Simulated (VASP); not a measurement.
# Cu (Fm-3m) in VASP: notebook

The runs below take Cu through single point, relaxation of cell and atoms, with PBE+D3(BJ).

All numbers are computed with VASP 6.6.1; they aren't measurements. Logs are shortened: lines on timing, memory, paths and dates and some standing lists are left out, and cuts for length are marked.

**1. The cell of the first run**

Symmetry: Fm-3m, No. 225, cubic system. The conventional cell has a = 3.563 Å, b = 3.563 Å, c = 3.563 Å, α = 90.00°, β = 90.00°, γ = 90.00°. Cu (site symmetry m-3m) has 12 Cu at 2.52 Å within 3.3 Å.

**2. Single point, PBE+D3(BJ)**

File INCAR:

```
PREC = Accurate ; ENCUT = 520
EDIFF = 1E-6 ; ISMEAR = 0
SIGMA = 0.1 ; LREAL = False
LASPH = True ; NELM = 60
ALGO = Normal ; ISIF = 2
LWAVE = False ; LCHARG = False
GGA = PE ; IVDW = 12
NBANDS = 12
```

File KPOINTS:

```
Automatic mesh
0
Gamma
  20 20 20
```

File POSCAR:

```
Cu
1.0
    0.0000000000      1.7816857972      1.7816857972
    1.7816857972      0.0000000000      1.7816857972
    1.7816857972      1.7816857972      0.0000000000
Cu
1
Direct
    0.0000000000      0.0000000000      0.0000000000
```

Potentials or basis: VASP PAW PBE potentials, release 64 (Cu).

Launch:

```bash
$ cat potpaw_PBE.64/Cu/POTCAR > POTCAR
$ mpirun -np 1 vasp_std > vasp.out
```

OUTCAR:

```text
PREC = Accurate
   ENCUT = 520
   EDIFF = 1E-6
   ISMEAR = 0
   LREAL = False
   LASPH = True
   NELM = 60
   ISIF = 2
   GGA = PE
   IVDW = 12
 IVDW          = 12

 ion  position               nearest neighbor table
   1  0.000  0.000  0.000-

  LATTYP: Found a face centered cubic cell.
 ALAT       =     3.5633715944

  Lattice vectors:

 A1 = (   0.0000000000,   1.7816857972,   1.7816857972)
 A2 = (   1.7816857972,   0.0000000000,   1.7816857972)
 A3 = (   1.7816857972,   1.7816857972,   0.0000000000)

Analysis of symmetry for initial positions (statically):
=====================================================================
 Subroutine PRICEL returns:
 Original cell was already a primitive cell.

 Routine SETGRP: Setting up the symmetry group for a
 face centered cubic supercell.

 Subroutine GETGRP returns: Found 48 space group operations
 (whereof 48 operations were pure point group operations)
 out of a pool of 48 trial point group operations.

The static configuration has the point symmetry O_h .

Analysis of symmetry for dynamics (positions and initial velocities):
=====================================================================
 Subroutine PRICEL returns:
 Original cell was already a primitive cell.

 Routine SETGRP: Setting up the symmetry group for a
 face centered cubic supercell.

 Subroutine GETGRP returns: Found 48 space group operations
 (whereof 48 operations were pure point group operations)
 out of a pool of 48 trial point group operations.

The dynamic configuration has the point symmetry O_h .

 Subroutine INISYM returns: Found 48 space group operations
 (whereof 48 operations are pure point group operations),
 and found     1 'primitive' translations

----------------------------------------------------------------------------------------

                                     Primitive cell

  volume of cell :      11.3116

  direct lattice vectors                    reciprocal lattice vectors
     0.000000000  1.781685797  1.781685797    -0.280633095  0.280633095  0.280633095
     1.781685797  0.000000000  1.781685797     0.280633095 -0.280633095  0.280633095
     1.781685797  1.781685797  0.000000000     0.280633095  0.280633095 -0.280633095

  length of vectors
     2.519684218  2.519684218  2.519684218     0.486070779  0.486070779  0.486070779

  position of ions in fractional coordinates (direct lattice)
     0.000000000  0.000000000  0.000000000

  ion indices of the primitive-cell ions
   primitive index   ion index
                 1           1

----------------------------------------------------------------------------------------

 KPOINTS: Automatic mesh

Automatic generation of k-mesh.
 Grid dimensions read from file:
 generate k-points for:   20   20   20

 Generating k-lattice:

  Cartesian coordinates                     Fractional coordinates (reciprocal lattice)
    -0.014031655  0.014031655  0.014031655     0.050000000  0.000000000  0.000000000
     0.014031655 -0.014031655  0.014031655     0.000000000  0.050000000  0.000000000
     0.014031655  0.014031655 -0.014031655     0.000000000  0.000000000  0.050000000

  Length of vectors
     0.024303539  0.024303539  0.024303539

  Shift w.r.t. Gamma in fractional coordinates (k-lattice)
     0.000000000  0.000000000  0.000000000

 Subroutine IBZKPT returns following result:
 ===========================================

 Found    256 irreducible k-points:

 Following reciprocal coordinates:
            Coordinates               Weight
  0.000000  0.000000  0.000000      1.000000
  0.050000  0.000000  0.000000      8.000000
  0.100000  0.000000  0.000000      8.000000
  0.150000  0.000000  0.000000      8.000000
  0.200000  0.000000  0.000000      8.000000
  0.250000  0.000000  0.000000      8.000000
[... 16 lines left out ...]
 -0.400000  0.050000  0.000000     24.000000
 -0.350000  0.050000  0.000000     24.000000
 [... further k-points ...]
   k-points           NKPTS =    256   k-points in BZ     NKDIM =    256   number of bands    NBANDS=     12
   number of dos      NEDOS =    301   number of ions     NIONS =      1
   total plane-waves  NPLWV =   8000
   dimension x,y,z NGX =    20 NGY =   20 NGZ =   20
   dimension x,y,z NGXF=    40 NGYF=   40 NGZF=   40
   ions per type =               1
   NGX,Y,Z   is equivalent  to a cutoff of  13.20, 13.20, 13.20 a.u.
   NGXF,Y,Z  is equivalent  to a cutoff of  26.39, 26.39, 26.39 a.u.
 SYSTEM =  unknown system
   PREC   = accura    normal or accurate (medium, high low for compatibility)
   ISTART =      0    job   : 0-new  1-cont  2-samecut
   ICHARG =      2    charge: 1-file 2-atom 10-const
   ISPIN  =      1    spin polarized calculation?
   LNONCOLLINEAR =      F non collinear calculations
   LSORBIT =      F    spin-orbit coupling
   LASPH  =      T    aspherical Exc in radial PAW
   ENCUT  =  520.0 eV  38.22 Ry    6.18 a.u.   4.68  4.68  4.68*2*pi/ulx,y,z
   NELM   =     60;   NELMIN=  2; NELMDL= -5     # of ELM steps
   EDIFF  = 0.1E-05   stopping-criterion for ELM
   LREAL  =      F    real-space projection
[... 7 lines left out ...]
   TEBEG  =    0.0;   TEEND  =   0.0 temperature during run
   PSTRESS=    0.0 pullay stress
   NELECT =      11.0000    total number of electrons
   NUPDOWN=      -1.0000    fix difference up-down
   EMIN   =  10.00;   EMAX   =-10.00  energy-range for DOS
   EFERMI =   0.00;   METHOD = LEGACY
   ISMEAR =     0;   SIGMA  =   0.10  broadening in eV -4-tet -1-fermi 0-gaus
   EFERMI_NEDOS =   21; number of points for ismear=-14 and -15
   IALGO  =     38    algorithm
   IMIX   =      4    mixing-type and parameters
     AMIX     =   0.40;   BMIX     =  1.00
     AMIX_MAG =   1.60;   BMIX_MAG =  1.00
  volume/ion in A,a.u.               =      11.31        76.33
  Fermi-wavevector in a.u.,A,eV,Ry     =   1.621927  3.064997 35.792123  2.630647
  Thomas-Fermi vector in A             =   2.715623
   LORBIT       =      0    0 simple, 1 ext, 2 COOP (PROOUT), +10 PAW based schemes
   GGA     = PE    functional components
   LHFCALC =     F    Hartree Fock is set to
   AEXX    =    0.0000 exact exchange contribution
   IVDW    =    12    specifies the selected vdW correction
   LEPSILON=     F    determine dielectric tensor
   LRPA    =     F    only Hartree local field effects (RPA)
 non-spin polarized calculation
 Gauss-broadening in eV      SIGMA  =   0.10
  energy-cutoff  :      520.00
  volume of cell :       11.31
 maximum number of plane-waves:       322
   NGX =  9   NGY =  9   NGZ =  9

 number of electron      11.0000013 magnetization

 Free energy of the ion-electron system (eV)
  ---------------------------------------------------
  ext. energy  EPLUGINS =         0.00000000
  ---------------------------------------------------
  free energy    TOTEN  =        -3.70984082 eV

  energy without entropy =       -3.70857548  energy(sigma->0) =       -3.70920815

 E-fermi :   8.1104     XC(G=0): -12.9782

 val. band max:        8.0590406673   @ k =   0.4500   0.3000   0.0000
 cond. band min:       8.1115128784   @ k =   0.5000   0.2500   0.1000
 fundamental gap:      0.0524722111
 Fermi energy:         8.1103853894

 k-point     1 :       0.0000    0.0000    0.0000
  band No.  band energies     occupation
      1      -1.5521      2.00000
      2       4.9712      2.00000
      3       4.9712      2.00000
      4       4.9712      2.00000
      5       5.8504      2.00000
      6       5.8504      2.00000
      7      31.0715      0.00000
      8      34.0549      0.00000
      9      34.0549      0.00000
     10      34.0549      0.00000
     11      36.5899      0.00000
     12      36.5899      0.00000

 k-point     2 :       0.0500    0.0000    0.0000
  band No.  band energies     occupation
      1      -1.4581      2.00000
      2       4.9501      2.00000
      3       4.9897      2.00000
      4       4.9897      2.00000
      5       5.8427      2.00000
      6       5.8427      2.00000
      7      30.6223      0.00000
      8      32.7505      0.00000
      9      33.7470      0.00000
     10      33.7470      0.00000
     11      37.0266      0.00000
     12      37.0266      0.00000

 k-point     3 :       0.1000    0.0000    0.0000
  band No.  band energies     occupation
      1      -1.1784      2.00000
      2       4.8918      2.00000
      3       5.0396      2.00000
      4       5.0396      2.00000
      5       5.8257      2.00000
      6       5.8257      2.00000
      7      28.6904      0.00000
      8      31.9519      0.00000
      9      33.1501      0.00000
     10      33.1501      0.00000
     11      37.9719      0.00000
     12      37.9719      0.00000

 k-point     4 :       0.1500    0.0000    0.0000
  band No.  band energies     occupation
      1      -0.7220      2.00000
      2       4.8106      2.00000
      3       5.1009      2.00000
      4       5.1009      2.00000
      5       5.8176      2.00000
      6       5.8176      2.00000
      7      26.1052      0.00000
      8      31.6761      0.00000
      9      32.5535      0.00000
     10      32.5535      0.00000
     11      38.3910      0.00000
     12      38.8523      0.00000

 k-point     5 :       0.2000    0.0000    0.0000
  band No.  band energies     occupation
      1      -0.1069      2.00000
      2       4.7318      2.00000
      3       5.1416      2.00000
      4       5.1416      2.00000
      5       5.8482      2.00000
      6       5.8482      2.00000
      7      23.4840      0.00000
      8      31.3821      0.00000
      9      32.0381      0.00000
     10      32.0381      0.00000
     11      38.4013      0.00000
     12      38.5078      0.00000

 k-point     6 :       0.2500    0.0000    0.0000
  band No.  band energies     occupation
      1       0.6303      2.00000
      2       4.6968      2.00000
      3       5.1368      2.00000
      4       5.1368      2.00000
      5       5.9375      2.00000
      6       5.9375      2.00000
      7      20.9473      0.00000
      8      31.0001      0.00000
      9      31.6232      0.00000
     10      31.6232      0.00000
     11      37.3488      0.00000
     12      37.3488      0.00000

 k-point     7 :       0.3000    0.0000    0.0000
  band No.  band energies     occupation
      1       1.4148      2.00000
      2       4.7786      2.00000
      3       5.0938      2.00000
      4       5.0938      2.00000
      5       6.0711      2.00000
      6       6.0711      2.00000
      7      18.5418      0.00000
      8      30.5709      0.00000
      9      31.3107      0.00000
     10      31.3107      0.00000
     11      36.1972      0.00000
     12      36.1972      0.00000

 k-point     8 :       0.3500    0.0000    0.0000
  band No.  band energies     occupation
      1       2.1058      2.00000
      2       5.0361      2.00000
      3       5.0361      2.00000
      4       5.1003      2.00000
      5       6.2161      2.00000
      6       6.2161      2.00000
      7      16.3106      0.00000
      8      30.1616      0.00000
      9      31.0951      0.00000
     10      31.0951      0.00000
     11      35.2184      0.00000
     12      35.2184      0.00000
[... 166 lines left out ...]
 k-point    20 :       0.4500    0.0500    0.0000
  band No.  band energies     occupation
      1       2.7624      2.00000
      2       4.9195      2.00000
      3       4.9911      2.00000
      4       5.8270      2.00000
      5       6.4385      2.00000
      6       6.9129      2.00000
      7      13.2641      0.00000
      8      29.1180      0.00000
      9      29.7536      0.00000
     10      30.6049      0.00000
     11      34.8036      0.00000
     12      35.3014      0.00000

 k-point    21 :       0.5000    0.0500    0.0000
  band No.  band energies     occupation
      1       2.8549      2.00000
      2       4.9002      2.00000
      3       4.9669      2.00000
      4       6.0640      2.00000
      5       6.4592      2.00000
      6       7.4146      2.00000
      7      12.2150      0.00000
      8      28.8581      0.00000
      9      30.0877      0.00000
     10      30.2623      0.00000
     11      34.7305      0.00000
     12      34.9202      0.00000

 k-point    22 :      -0.4500    0.0500    0.0000
  band No.  band energies     occupation
      1       2.8381      2.00000
      2       4.9088      2.00000
      3       4.9674      2.00000
      4       6.0420      2.00000
      5       6.4197      2.00000
      6       7.2975      2.00000
      7      12.4493      0.00000
      8      28.6206      0.00000
      9      30.2152      0.00000
     10      30.6009      0.00000
     11      34.3412      0.00000
     12      35.1838      0.00000

 k-point    23 :      -0.4000    0.0500    0.0000
  band No.  band energies     occupation
      1       2.6984      2.00000
      2       4.9433      2.00000
      3       4.9931      2.00000
      4       5.7115      2.00000
      5       6.3244      2.00000
      6       6.7958      2.00000
      7      13.7944      0.00000
      8      28.4612      0.00000
      9      30.4135      0.00000
     10      31.2701      0.00000
     11      34.1527      0.00000
     12      35.5725      0.00000

 k-point    24 :      -0.3500    0.0500    0.0000
  band No.  band energies     occupation
      1       2.3485      2.00000
      2       4.9975      2.00000
      3       5.0403      2.00000
      4       5.1640      2.00000
      5       6.1863      2.00000
      6       6.4837      2.00000
      7      15.6753      0.00000
      8      28.4209      0.00000
      9      30.7992      0.00000
     10      32.0225      0.00000
     11      34.2252      0.00000
     12      36.0374      0.00000

 [... further k-points ...]

------------------------ aborting loop because EDIFF is reached ----------------------------------------

 Edisp (eV)   -0.60974

 E8    (eV) :    -0.2615

  FORCE on cell =-STRESS in cart. coord.  units (eV):
  Direction    XX          YY          ZZ          XY          YZ          ZX
  --------------------------------------------------------------------------------------
  -------------------------------------------------------------------------------------
  Total       0.03868     0.03868     0.03868     0.00000    -0.00000     0.00000
  in kB       5.47844     5.47844     5.47844     0.00000    -0.00000     0.00000
  external pressure =        5.48 kB  Pullay stress =        0.00 kB

 VOLUME and BASIS-vectors are now :
 -----------------------------------------------------------------------------
  energy-cutoff  :      520.00
  volume of cell :       11.31
      direct lattice vectors                 reciprocal lattice vectors
     0.000000000  1.781685797  1.781685797    -0.280633095  0.280633095  0.280633095
     1.781685797  0.000000000  1.781685797     0.280633095 -0.280633095  0.280633095
     1.781685797  1.781685797  0.000000000     0.280633095  0.280633095 -0.280633095

 POSITION                                       TOTAL-FORCE (eV/Angst)
 -----------------------------------------------------------------------------------
      0.00000      0.00000      0.00000        -0.000000     -0.000000      0.000000
 -----------------------------------------------------------------------------------
    total drift:                                0.000000      0.000000      0.000000

  FREE ENERGIE OF THE ION-ELECTRON SYSTEM (eV)
  ---------------------------------------------------
  free  energy   TOTEN  =        -4.3195810601 eV

  energy  without entropy=       -4.3183157219  energy(sigma->0) =       -4.31894839
```

Wall time 15 s (1 thread of Intel Xeon Platinum 8559C (Emerald Rapids), shared host); peak memory 0.16 GiB.

Results:

```
Free energy                : -4.3196 eV
Pressure                   : 0.5 GPa
Dispersion energy per atom : -0.610 eV
```

Levels at points of the mesh, in eV from the Fermi level:
```
           k point  band 3  band 4  band 5  band 6  band 7  band 8  band 9  band 10
(0.00, 0.00, 0.00)   -3.14   -3.14   -2.26   -2.26   22.96   25.94   25.94    25.94
(0.50, 0.00, 0.00)   -3.18   -1.65   -1.65   -1.11    4.00   21.43   22.77    22.77
(0.50, 0.50, 0.00)   -1.67   -1.50   -1.50    1.49    7.44   13.44   13.44    18.05
```

Caveat: pairwise dispersion overbinds metals, which lowers pressure and volume.

**3. Relaxation of cell and atoms, PBE+D3(BJ)**

This run uses another cell than the first one, of 11.81 Å³/atom, 1.044 times its volume.

File INCAR:

```
SYSTEM = Cu
ALGO     = Normal         ! electronic algorithm
EDIFF    = 1E-7           ! SCF threshold, eV
EDIFFG   = -0.005         ! ionic threshold
ENCUT    = 600            ! plane-wave cutoff, eV
GGA      = PE             ! functional
IBRION   = 2              ! ionic algorithm
ISIF     = 3              ! what is computed and relaxed
ISMEAR   = 0              ! smearing method
IVDW     = 12             ! dispersion correction
LASPH    = .TRUE.         ! aspherical terms in the spheres
LCHARG   = .FALSE.        ! write CHGCAR
LREAL    = .FALSE.        ! projectors in reciprocal space
LWAVE    = .FALSE.        ! write WAVECAR
NELM     = 60             ! most SCF steps
NSW      = 100            ! ionic steps
PREC     = Accurate       ! precision mode
SIGMA    = 0.1            ! smearing width, eV
```

File KPOINTS:

```
k-points
0
G
  20 20 20
  0 0 0
```

File POSCAR:

```
Cu
1.0
    0.0000000000      1.8075000000      1.8075000000
    1.8075000000      0.0000000000      1.8075000000
    1.8075000000      1.8075000000      0.0000000000
Cu
1
Direct
    0.0000000000      0.0000000000      0.0000000000
```

Potentials or basis: VASP PAW PBE potentials, release 64 (Cu).

Launch:

```bash
$ cat potpaw_PBE.64/Cu/POTCAR > POTCAR
$ mpirun -np 1 vasp_std > vasp.out
```

Run time: 30 s. Hardware: 1 thread of Intel Xeon Platinum 8559C (Emerald Rapids), shared host; peak memory 0.17 GiB.

Results (log left out):

- Free energy: -4.3199 eV
- Relaxed volume: 11.35 Å³/atom
- Relaxed cell: a = 2.522 Å, b = 2.522 Å, c = 2.522 Å, α = 60.00°, β = 60.00°, γ = 60.00°
- Space group after relaxing (to 0.05 Å): Fm-3m (No. 225)
- Energy gained by relaxing: 8.8 meV/atom
- Ionic steps: 3
- Pressure after relaxing: 0.0 GPa
- Dispersion energy per atom: -0.608 eV

The path:
| step | energy change (eV) | largest force (eV/Å) | pressure (GPa) | volume (Å³) |
| --- | --- | --- | --- | --- |
| 1 | 0.0000 | 0.0000 | -5.85 | 11.81 |
| 2 | -0.0056 | 0.0000 | 4.07 | 11.09 |
| 3 | -0.0088 | 0.0000 | 0.01 | 11.35 |

Final structure:
```xyz
1
Lattice="0.0000 1.7837 1.7837 1.7837 0.0000 1.7837 1.7837 1.7837 0.0000" Properties=species:S:1:pos:R:3 pbc="T T T"
Cu    0.0000    0.0000    0.0000
```

Levels at points of the mesh, in eV from the Fermi level:
```csv
k point,band 3,band 4,band 5,band 6,band 7,band 8,band 9
"(0.00, 0.00, 0.00)",-3.13,-3.13,-2.25,-2.25,22.93,25.89,25.89
"(0.50, 0.00, 0.00)",-3.16,-1.65,-1.65,-1.10,3.99,21.41,22.72
"(0.50, 0.50, 0.00)",-1.67,-1.50,-1.50,1.49,7.42,13.42,13.42
```

Caveat: pairwise dispersion overbinds metals, which lowers pressure and volume.
